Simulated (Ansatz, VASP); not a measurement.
# SnSe in VASP and in Ansatz

```
CELL_PARAMETERS angstrom
0.00000 2.94828 2.94828
2.94828 0.00000 2.94828
2.94828 2.94828 0.00000
ATOMIC_POSITIONS crystal
Sn 0.00000 0.00000 0.00000
Se 0.25000 0.25000 0.25000
```

Change from the starting cell: volume scaled by 0.72, PAW files.

Alike in both runs: task single point; functional LDA; k mesh 11 × 11 × 11; occupations fermi-dirac, width 0.08 eV; no spin polarisation.

```csv
,VASP,Ansatz
version,VASP 6.6.1,Ansatz 0.2.0
potentials or method,"VASP PAW LDA potentials, release 64 (Sn_d, Se)","PAW with Ansatz's default frozen-core files, scalar-relativistic"
plane-wave cutoff (eV),520,420
valence electrons in the cell,20,30
```

Ansatz gave:

* pressure (GPa): 20.9

Q: What did VASP give for the same quantities?

A: Pressure (GPa): 21.1.

LDA's correlation is that of Perdew and Zunger in VASP and of Perdew and Wang (1992) in Ansatz. VASP's potentials hold 20 valence electrons a cell and Ansatz's 30, so a difference there can come from the potentials and not from the codes.
